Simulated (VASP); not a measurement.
# Cu: single point with PBE

Crystal: Cu.

```
Cu
1.0
    -1.44449    1.47553    1.34636
     1.50657   -1.47553    1.41276
     1.44449    1.47553   -1.34636
Cu
1
Direct
  0.00000 0.00000 0.00000
```

This cell differs from its parent crystal: strain +0.0450 x Voigt [0, 0, 0, 0, 1, 0].

```
Program                : VASP 6.6.1
Task                   : single point
Functional             : PBE
Potentials or basis    : VASP PAW PBE potentials, release 64 (Cu)
Cutoff                 : 520 eV
k mesh                 : 30 × 30 × 30
Occupations            : gaussian, width 0.15 eV
Spin                   : no spin polarisation
Dipole correction      : no
Further INCAR settings : ALGO = Normal; EDIFF = 1e-06; NBANDS = 12
```

```yaml
Pressure: 0.9 GPa
```

Stress tensor (GPa, compression positive):
```
 0.76  0.00 -3.83
 0.00  1.06  0.00
-3.83  0.00  0.76
```

Levels at points of the mesh, in eV from the Fermi level:
```tsv
k point	band 2	band 3	band 4	band 5	band 6	band 7	band 8	band 9	band 10	band 11
(0.00, 0.00, 0.00)	-3.28	-2.97	-2.89	-2.22	-1.94	23.99	24.13	25.60	27.74	27.88
(0.50, 0.00, 0.00)	-3.85	-2.11	-1.84	-1.36	-0.36	4.53	15.96	17.65	20.49	23.69
(0.00, 0.50, 0.00)	-3.91	-2.03	-1.79	-1.41	-0.69	4.03	17.18	17.25	21.03	23.88
(0.50, 0.50, 0.00)	-3.53	-2.29	-2.04	-1.39	-0.87	3.80	17.83	19.50	22.12	25.24
(0.50, 0.00, 0.50)	-3.78	-2.17	-1.89	-1.29	0.00	5.03	16.25	16.47	20.29	23.09
(0.50, 0.50, 0.50)	-4.51	-1.61	-1.55	-1.41	7.31	7.33	9.89	12.83	13.44	16.38
```

Wall time 15 min on 1 thread of Intel(R) Xeon(R) Platinum 8259CL CPU @ 2.50GHz (Skylake/Cascade Lake) (shared host), peak memory 1 GiB.

Caveat: the cell differs from its parent crystal (strain +0.0450 x Voigt [0, 0, 0, 0, 1, 0]).
